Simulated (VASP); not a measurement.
**TiSi2: single point with PBE**

The system is TiSi2.

```
Ti Si
1.0
     0.00000    4.13518    4.27960
     2.40387    0.00000    4.27960
     2.40387    4.13518    0.00000
Ti Si
2 4
Direct
  0.72999 0.77001 0.77001
  0.47999 0.52001 0.52001
  0.08417 0.37642 0.08948
  0.44993 0.08948 0.37642
  0.16052 0.80007 0.16583
  0.87358 0.16583 0.80007
```

This cell differs from its parent crystal: atoms displaced along a vibrational mode.

```
Program                : VASP 6.6.1
Task                   : single point
Functional             : PBE
Potentials or basis    : VASP PAW PBE potentials, release 64 (Ti_sv, Si)
Cutoff                 : 520 eV
k mesh                 : 14 × 14 × 14
Occupations            : gaussian, width 0.15 eV
Spin                   : no spin polarisation
Dipole correction      : no
Further INCAR settings : ALGO = Normal; EDIFF = 1e-07; NBANDS = 29
```

```json
{
 "Pressure": "1.2 GPa",
 "Largest force": "0.674 eV/Å",
 "Band gap on the k mesh": "zero (bands 20 and 21 overlap by 1.67 eV)"
}
```

Forces on the atoms (eV/Å):
```
Ti  -0.605  0.000  0.000
Ti  -0.605  0.000  0.000
Si   0.303 -0.164  0.579
Si   0.303  0.164 -0.579
Si   0.303  0.164  0.579
Si   0.303 -0.164 -0.579
```

Stress tensor (GPa, compression positive):
```
 2.97  0.00  0.00
 0.00 -0.08  0.00
 0.00  0.00  0.81
```

Levels at points of the mesh, in eV from the Fermi level:
```csv
k point,band 18,band 19,band 20,band 21,band 22,band 23
"(0.00, 0.00, 0.00)",-2.00,-1.73,-1.34,-0.86,2.06,2.90
"(0.50, 0.00, 0.00)",-1.05,-0.02,0.16,0.95,1.27,1.72
"(0.50, 0.50, 0.00)",-1.60,-0.89,-0.89,0.73,0.73,3.09
"(0.50, 0.00, 0.50)",-1.94,-0.85,-0.85,1.25,1.25,3.15
"(0.00, 0.50, 0.50)",-1.08,-0.68,-0.68,0.84,0.84,2.25
```

Wall time 36 min on 1 thread of Intel Xeon 8259CL, with other jobs on the host, peak memory 0.89 GiB.

Caveat: the cell differs from its parent crystal (atoms displaced along a vibrational mode).
